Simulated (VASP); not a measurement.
Set up this calculation in VASP 6.6.1, as the native input.

| Property | Result |
| --- | --- |
| Task | relaxation of cell and atoms |
| Functional | PBEsol |
| Potentials or basis | VASP PAW PBE potentials, release 64 (Mo_sv, S) |
| Cutoff | 600 eV |
| k mesh | 12 × 12 × 2 |
| Occupations | gaussian, width 0.02 eV |
| Spin | no spin polarisation |
| Dipole correction | no |
| Further INCAR settings | ALGO = Normal; EDIFF = 1e-07; IBRION = 2; EDIFFG = -0.005; NSW = 100; ISIF = 3 |

The structure of MoS2 lies in POSCAR:

```
MoS2
1.0
    3.1413883560      0.0000000000      0.0000000000
   -1.5706941780      2.7205221194      0.0000000000
    0.0000000000      0.0000000000     12.5850888989
Mo S
2 4
Direct
    0.6666666667      0.3333333333      0.2500000000
    0.3333333333      0.6666666667      0.7500000000
    0.6666666667      0.3333333333      0.6261196876
    0.3333333333      0.6666666667      0.3738803124
    0.6666666667      0.3333333333      0.8738803124
    0.3333333333      0.6666666667      0.1261196876
```

One way to write it, as run:

INCAR

```
PREC = Accurate ; ENCUT = 600
EDIFF = 1E-7 ; ISMEAR = 0
SIGMA = 0.02 ; LREAL = False
LASPH = True ; NELM = 80
ALGO = Normal ; ISIF = 3
LWAVE = False ; LCHARG = False
GGA = PS ; IBRION = 2
NSW = 100 ; EDIFFG = -0.005
```

KPOINTS

```
regular mesh
0
Gamma
  12 12 2
```

Potentials or basis: VASP PAW PBE potentials, release 64 (Mo_sv, S).

Launch:

```console
$ cat potpaw_PBE.64/Mo_sv/POTCAR potpaw_PBE.64/S/POTCAR > POTCAR
$ mpirun -np 1 vasp_std > vasp.out
```

It gave:

The pressure after relaxing is 0.0 GPa and the band gap on the k mesh is 1.00 eV (least direct gap 1.75 eV).

Caveat: the relaxation stopped at its first step, so nothing moved; the PAW data sets were made with another functional, which shifts forces and pressure a little; this functional lacks dispersion, which binds the layers, so the pressure and a relaxed spacing across them are unreliable.

Run time: 4 min on 1 thread of Intel Xeon 8259CL, on a shared host, peak memory 0.35 GiB.
